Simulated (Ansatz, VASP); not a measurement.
One calculation of InP, two programs

File POSCAR:

```
InP
1.0
    0.0000000000      2.9537876370      2.9537876370
    2.9537876370      0.0000000000      2.9537876370
    2.9537876370      2.9537876370      0.0000000000
In P
1 1
Direct
    0.0000000000      0.0000000000      0.0000000000
    0.2500000000      0.2500000000      0.2500000000
```

INCAR.step1

```
PREC = Accurate
ENCUT = 550
ISMEAR = 0
SIGMA = 0.01
LREAL = F
LASPH = T
NELM = 120
NBANDS = 16
GGA = PE
ALGO = Normal
EDIFF = 1E-5
LWAVE = T
LCHARG = F
GGA_COMPAT = F
```

The input INCAR.step2:

```
PREC = Accurate
ENCUT = 550
EDIFF = 1E-6
ISMEAR = 0
SIGMA = 0.01
LREAL = F
LASPH = T
NELM = 120
ALGO = Normal
ISIF = 2
LWAVE = F
LCHARG = T
METAGGA = R2SCAN
LMIXTAU = T
LELF = T
LVHAR = T
NBANDS = 16
ISTART = 1
GGA_COMPAT = F
```

Contents of KPOINTS:

```
regular mesh
0
Gamma
  6 6 6
```

Input for Ansatz:

```yaml
crystal:
  lattice:
    - [0.0, 2.953787637, 2.953787637]
    - [2.953787637, 0.0, 2.953787637]
    - [2.953787637, 2.953787637, 0.0]
  atoms:
    - { symbol: In, position: [0.0, 0.0, 0.0] }
    - { symbol: P, position: [0.25, 0.25, 0.25] }
kpoints:
  mp_grid: { grid: [6, 6, 6] }
hamiltonian:
  xc: r2scan
scf:
  occupations: { method: fixed }
output:
  optics:
    e_range: [2, 15]
    de: 0.1
    sigma: 0.03
    scissors: 1.0
    scheme: gaussian
    bands: { spectra_wanted_up_to: 15 }
```

Alike in both runs: task single point; functional r2SCAN; k mesh 6 × 6 × 6; no spin polarisation.

|  | VASP | Ansatz |
| --- | --- | --- |
| version | VASP 6.6.1 | Ansatz 0.2.0 |
| potentials or method | VASP PAW PBE potentials, release 64 (In_d, P) | plane waves, PAW |
| plane-wave cutoff (eV) | 550 | 500 |
| occupations | gaussian, width 0.01 eV | fixed |
| valence electrons in the cell | 18 | 18 |

Ansatz gave:

```
gap on the k mesh at the Fermi level (eV) : 1.02
```

Q: Estimate VASP's values.

A: gap on the k mesh at the Fermi level (eV): 1.03.

VASP's potentials were made for PBE, not for r2SCAN.
